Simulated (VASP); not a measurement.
# Ag in VASP: single point with PBEsol

Aim: the single point of Ag with PBEsol.

All numbers are computed with VASP 6.6.1; they aren't measurements. Logs are shortened: lines on timing, memory, paths and dates and some standing lists are left out, and cuts for length are marked.

**1. The cell of the first run**

The cell holds a slab with vacuum, 8 atoms: a = 2.871 Å, b = 2.871 Å, c = 33.342 Å, α = 90.00°, β = 90.00°, γ = 120.00°.

**2. Single point, PBEsol**

Input file INCAR:

```
SYSTEM = Ag
ALGO = Normal ; DIPOL = 0.5 0.5 0.500
EDIFF = 1E-6 ; ENCUT = 520
GGA = PS ; IDIPOL = 3
ISIF = 2 ; ISMEAR = 0
LASPH = .TRUE. ; LCHARG = .FALSE.
LDIPOL = .TRUE. ; LREAL = .FALSE.
LWAVE = .FALSE. ; NBANDS = 54
NELM = 100 ; PREC = Accurate
SIGMA = 0.1
```

Input file KPOINTS:

```
k-points
0
G
  12 12 1
  0 0 0
```

Input file POSCAR:

```
Ag
1.0
    2.8709531736      0.0000000000      0.0000000000
   -1.4354765868      2.4863183814      0.0000000000
    0.0000000000      0.0000000000     33.3416030480
Ag
8
Direct
    0.3333333333      0.6666666667      0.2549367524
    0.0000000000      0.0000000000      0.3249548231
    0.6666666667      0.3333333333      0.3949728939
    0.0000000000      0.0000000000      0.4649909646
    0.3333333333      0.6666666667      0.5352324840
    0.0000000000      0.0000000000      0.6050695317
    0.6666666667      0.3333333333      0.6746268711
    0.0000000000      0.0000000000      0.7446236548
```

Potentials or basis: VASP PAW PBE potentials, release 64 (Ag).

Launch:

```bash
> cat potpaw_PBE.64/Ag/POTCAR > POTCAR
> mpirun -np 1 vasp_std > vasp.out
```

OUTCAR:

```text
SYSTEM = Ag
   EDIFF = 1E-6
   ENCUT = 520
   GGA = PS
   ISIF = 2
   ISMEAR = 0
   LASPH = .TRUE.
   LREAL = .FALSE.
   NELM = 100
   PREC = Accurate

 ion  position               nearest neighbor table
   1  0.333  0.667  0.255-   2 2.86   2 2.86   2 2.86
   2  0.000  0.000  0.325-   1 2.86   1 2.86   1 2.86   3 2.86   3 2.86   3 2.86
   3  0.667  0.333  0.395-   4 2.86   4 2.86   4 2.86   2 2.86   2 2.86   2 2.86
   4  0.000  0.000  0.465-   3 2.86   3 2.86   3 2.86   5 2.87   5 2.87   5 2.87
   5  0.333  0.667  0.535-   6 2.86   6 2.86   6 2.86   4 2.87   4 2.87   4 2.87
   6  0.000  0.000  0.605-   7 2.85   7 2.85   7 2.85   5 2.86   5 2.86   5 2.86
   7  0.667  0.333  0.675-   6 2.85   6 2.85   6 2.85   8 2.86   8 2.86   8 2.86
   8  0.000  0.000  0.745-   7 2.86   7 2.86   7 2.86

  LATTYP: Found a hexagonal cell.
 ALAT       =     2.8709531736
 C/A-ratio  =    11.6134262846

  Lattice vectors:

 A1 = (   2.8709531736,   0.0000000000,   0.0000000000)
 A2 = (  -1.4354765868,   2.4863183814,   0.0000000000)
 A3 = (   0.0000000000,   0.0000000000,  33.3416030480)

Analysis of symmetry for initial positions (statically):
=====================================================================
 Subroutine PRICEL returns:
 Original cell was already a primitive cell.

 Routine SETGRP: Setting up the symmetry group for a
 hexagonal supercell.

 Subroutine GETGRP returns: Found  6 space group operations
 (whereof  6 operations were pure point group operations)
 out of a pool of 24 trial point group operations.

The static configuration has the point symmetry C_3v.

Analysis of symmetry for dynamics (positions and initial velocities):
=====================================================================
 Subroutine PRICEL returns:
 Original cell was already a primitive cell.

 Routine SETGRP: Setting up the symmetry group for a
 hexagonal supercell.

 Subroutine GETGRP returns: Found  6 space group operations
 (whereof  6 operations were pure point group operations)
 out of a pool of 24 trial point group operations.

The dynamic configuration has the point symmetry C_3v.

 Subroutine INISYM returns: Found  6 space group operations
 (whereof  6 operations are pure point group operations),
 and found     1 'primitive' translations

----------------------------------------------------------------------------------------

                                     Primitive cell

  volume of cell :     237.9958

  direct lattice vectors                    reciprocal lattice vectors
     2.870953174  0.000000000  0.000000000     0.348316374  0.201100552  0.000000000
    -1.435476587  2.486318381  0.000000000     0.000000000  0.402201105  0.000000000
     0.000000000  0.000000000 33.341603048     0.000000000  0.000000000  0.029992559

  length of vectors
     2.870953174  2.870953174 33.341603048     0.402201105  0.402201105  0.029992559

  position of ions in fractional coordinates (direct lattice)
     0.333333333  0.666666667  0.254936752
     0.000000000  0.000000000  0.324954823
     0.666666667  0.333333333  0.394972894
     0.000000000  0.000000000  0.464990965
     0.333333333  0.666666667  0.535232484
     0.000000000  0.000000000  0.605069532
     0.666666667  0.333333333  0.674626871
     0.000000000  0.000000000  0.744623655

  ion indices of the primitive-cell ions
   primitive index   ion index
                 1           1
                 2           2
                 3           3
                 4           4
                 5           5
                 6           6
                 7           7
                 8           8

----------------------------------------------------------------------------------------

 KPOINTS: k-points

Automatic generation of k-mesh.
 Grid dimensions read from file:
 generate k-points for:   12   12    1

 Generating k-lattice:

  Cartesian coordinates                     Fractional coordinates (reciprocal lattice)
     0.029026365  0.016758379  0.000000000     0.083333333  0.000000000  0.000000000
     0.000000000  0.033516759  0.000000000     0.000000000  0.083333333  0.000000000
     0.000000000  0.000000000  0.029992559     0.000000000  0.000000000  1.000000000

  Length of vectors
     0.033516759  0.033516759  0.029992559

  Shift w.r.t. Gamma in fractional coordinates (k-lattice)
     0.000000000  0.000000000  0.000000000

 Subroutine IBZKPT returns following result:
 ===========================================

 Found     19 irreducible k-points:

 Following reciprocal coordinates:
            Coordinates               Weight
  0.000000  0.000000  0.000000      1.000000
  0.083333  0.000000  0.000000      6.000000
  0.166667  0.000000  0.000000      6.000000
  0.250000  0.000000  0.000000      6.000000
  0.333333  0.000000  0.000000      6.000000
  0.416667  0.000000  0.000000      6.000000
[... 11 lines left out ...]
  0.333333  0.250000  0.000000     12.000000
  0.333333  0.333333  0.000000      2.000000
   k-points           NKPTS =     19   k-points in BZ     NKDIM =     19   number of bands    NBANDS=     54
   number of dos      NEDOS =    301   number of ions     NIONS =      8
   total plane-waves  NPLWV = 144000
   dimension x,y,z NGX =    24 NGY =   24 NGZ =  250
   dimension x,y,z NGXF=    48 NGYF=   48 NGZF=  500
   ions per type =               8
   NGX,Y,Z   is equivalent  to a cutoff of  13.90, 13.90, 12.47 a.u.
   NGXF,Y,Z  is equivalent  to a cutoff of  27.79, 27.79, 24.93 a.u.
 SYSTEM =  Ag
   PREC   = accura    normal or accurate (medium, high low for compatibility)
   ISTART =      0    job   : 0-new  1-cont  2-samecut
   ICHARG =      2    charge: 1-file 2-atom 10-const
   ISPIN  =      1    spin polarized calculation?
   LNONCOLLINEAR =      F non collinear calculations
   LSORBIT =      F    spin-orbit coupling
   LASPH  =      T    aspherical Exc in radial PAW
   ENCUT  =  520.0 eV  38.22 Ry    6.18 a.u.   5.34  5.34 61.99*2*pi/ulx,y,z
   NELM   =    100;   NELMIN=  2; NELMDL= -5     # of ELM steps
   EDIFF  = 0.1E-05   stopping-criterion for ELM
   LREAL  =      F    real-space projection
   EDIFFG = 0.1E-04   stopping-criterion for IOM
   NSW    =      0    number of steps for IOM
   IBRION =     -1    ionic relax: 0-MD 1-quasi-New 2-CG
   NFREE  =      0    steps in history (QN), initial steepest desc. (CG)
   ISIF   =      2    stress and relaxation
   ISYM   =      2    0-nonsym 1-usesym 2-fastsym
   POTIM  = 0.5000    time-step for ionic-motion
   TEBEG  =    0.0;   TEEND  =   0.0 temperature during run
   PSTRESS=    0.0 pullay stress
   NELECT =      88.0000    total number of electrons
   NUPDOWN=      -1.0000    fix difference up-down
   EMIN   =  10.00;   EMAX   =-10.00  energy-range for DOS
   EFERMI =   0.00;   METHOD = LEGACY
   ISMEAR =     0;   SIGMA  =   0.10  broadening in eV -4-tet -1-fermi 0-gaus
   EFERMI_NEDOS =   21; number of points for ismear=-14 and -15
   IALGO  =     38    algorithm
   IMIX   =      4    mixing-type and parameters
     AMIX     =   0.40;   BMIX     =  1.00
     AMIX_MAG =   1.60;   BMIX_MAG =  1.00
  volume/ion in A,a.u.               =      29.75       200.76
  Fermi-wavevector in a.u.,A,eV,Ry     =   1.175022  2.220469 18.785242  1.380676
  Thomas-Fermi vector in A             =   2.311409
   LORBIT       =      0    0 simple, 1 ext, 2 COOP (PROOUT), +10 PAW based schemes
   GGA     = PS    functional components
   LHFCALC =     F    Hartree Fock is set to
   AEXX    =    0.0000 exact exchange contribution
   IVDW    =     0    specifies the selected vdW correction
   LEPSILON=     F    determine dielectric tensor
   LRPA    =     F    only Hartree local field effects (RPA)
 non-spin polarized calculation
 Gauss-broadening in eV      SIGMA  =   0.10
  energy-cutoff  :      520.00
  volume of cell :      238.00
 maximum number of plane-waves:      6483
 NGX is ok and might be reduce to    24
   NGX = 11   NGY = 11   NGZ =123

 dipolmoment           0.000000      0.000000      0.000371 electrons x Angstroem

 number of electron      87.9999995 magnetization

 dipolmoment           0.000000      0.000000     -0.000055 electrons x Angstroem

 Free energy of the ion-electron system (eV)
  ---------------------------------------------------
  ext. energy  EPLUGINS =         0.00000000
  ---------------------------------------------------
  free energy    TOTEN  =       -25.51462780 eV

  energy without entropy =      -25.49462227  energy(sigma->0) =      -25.50462503

 E-fermi :   2.7817     XC(G=0):  -7.5472

 val. band max:        2.7759128017   @ k =   0.0000   0.0000   0.0000
 cond. band min:       2.7830612998   @ k =   0.0833   0.0000   0.0000
 fundamental gap:      0.0071484982
 Fermi energy:         2.7816512602

 k-point     1 :       0.0000    0.0000    0.0000
  band No.  band energies     occupation
      1      -5.0596      2.00000
      2      -4.7467      2.00000
      3      -4.2856      2.00000
      4      -3.7926      2.00000
      5      -3.6773      2.00000
      6      -3.6181      2.00000
[... 46 lines left out ...]
     53       7.8631      0.00000
     54       9.2141      0.00000

 k-point     2 :       0.0833    0.0000    0.0000
  band No.  band energies     occupation
      1      -4.8666      2.00000
      2      -4.5589      2.00000
      3      -4.1045      2.00000
      4      -3.6215      2.00000
      5      -3.5553      2.00000
      6      -3.4869      2.00000
[... 46 lines left out ...]
     53       8.0153      0.00000
     54       9.3745      0.00000

 k-point     3 :       0.1667    0.0000    0.0000
  band No.  band energies     occupation
      1      -4.3341      2.00000
      2      -4.0574      2.00000
      3      -3.6519      2.00000
      4      -3.2914      2.00000
      5      -3.2057      2.00000
      6      -3.1831      2.00000
[... 46 lines left out ...]
     53       8.4735      0.00000
     54       9.8524      0.00000
[... 799 lines left out ...]
 k-point    18 :       0.3333    0.2500    0.0000
  band No.  band energies     occupation
      1      -3.1789      2.00000
      2      -3.1298      2.00000
      3      -3.0720      2.00000
      4      -2.9832      2.00000
      5      -2.8633      2.00000
      6      -2.8361      2.00000
[... 46 lines left out ...]
     53       8.8118      0.00000
     54       8.8895      0.00000

 k-point    19 :       0.3333    0.3333    0.0000
  band No.  band energies     occupation
      1      -3.0504      2.00000
      2      -3.0474      2.00000
      3      -2.9532      2.00000
      4      -2.8546      2.00000
      5      -2.8531      2.00000
      6      -2.7761      2.00000
[... 46 lines left out ...]
     53       8.6782      0.00000
     54       8.7366      0.00000

------------------------ aborting loop because EDIFF is reached ----------------------------------------

 vacuum level on the upper side and lower side of the slab       (xc-potential included)        -0.289        -0.280

  FORCE on cell =-STRESS in cart. coord.  units (eV):
  Direction    XX          YY          ZZ          XY          YZ          ZX
  --------------------------------------------------------------------------------------
  -------------------------------------------------------------------------------------
  Total       -1.1414836     -1.1414836     -0.3948212      0.0000000      0.0000000      0.0000000
  in kB       -7.6844173     -7.6844173     -2.6579191      0.0000000      0.0000000      0.0000000
  external PRESSURE =      -6.0089179 kB  Pullay stress =       0.0000000 kB

 VOLUME and BASIS-vectors are now :
 -----------------------------------------------------------------------------
  energy-cutoff  :      520.00
  volume of cell :      238.00
      direct lattice vectors                 reciprocal lattice vectors
     2.870953174  0.000000000  0.000000000     0.348316374  0.201100552  0.000000000
    -1.435476587  2.486318381  0.000000000     0.000000000  0.402201105  0.000000000
     0.000000000  0.000000000 33.341603048     0.000000000  0.000000000  0.029992559

 POSITION                                       TOTAL-FORCE (eV/Angst)
 -----------------------------------------------------------------------------------
     -0.00000      1.65755      8.50000        -0.000000     -0.000000      0.029413
      0.00000      0.00000     10.83451         0.000000     -0.000000      0.031620
      1.43548      0.82877     13.16903         0.000000     -0.000000     -0.029315
      0.00000      0.00000     15.50354         0.000000     -0.000000     -0.025146
     -0.00000      1.65755     17.84551        -0.000000      0.000000      0.000766
      0.00000      0.00000     20.17399         0.000000     -0.000000     -0.000764
      1.43548      0.82877     22.49314         0.000000     -0.000000      0.000291
      0.00000      0.00000     24.82695         0.000000     -0.000000     -0.006865
 -----------------------------------------------------------------------------------
    total drift:                                0.000000     -0.000000      0.000527

  FREE ENERGIE OF THE ION-ELECTRON SYSTEM (eV)
  ---------------------------------------------------
  free  energy   TOTEN  =       -25.5146278005 eV

  energy  without entropy=      -25.4946222662  energy(sigma->0) =      -25.50462503

 vacuum level on the upper side and lower side of the slab         7.092         7.102
```

Wall time 8.2 min (1 thread of Intel Xeon 6975P-C (Granite Rapids), shared host); peak memory 0.44 GiB.

What came out:

```yaml
Free_energy: -25.5146 eV
Largest_force: 0.032 eV/Å
Band_gap_on_the_k_mesh: zero (band 44 reaches 6.29 eV, above the bottom of band 45 at -0.17 eV)
```

Forces on the atoms (eV/Å):
```
Ag   0.000  0.000  0.029
Ag   0.000  0.000  0.032
Ag   0.000  0.000 -0.029
Ag   0.000  0.000 -0.025
Ag   0.000  0.000  0.001
Ag   0.000  0.000 -0.001
Ag   0.000  0.000  0.000
Ag   0.000  0.000 -0.007
```

Levels at points of the mesh, in eV from the Fermi level:
```
           k point  band 42  band 43  band 44  band 45  band 46  band 47  band 48  band 49
(0.00, 0.00, 0.00)    -3.03    -3.03    -3.01    -2.95    -2.95    -1.76    -0.37    -0.01
(0.50, 0.00, 0.00)     0.17     0.47     0.81     1.20     1.40     1.55     1.60     4.37
```

Caveat: the PAW data sets were made with another functional, which shifts forces and pressure a little.
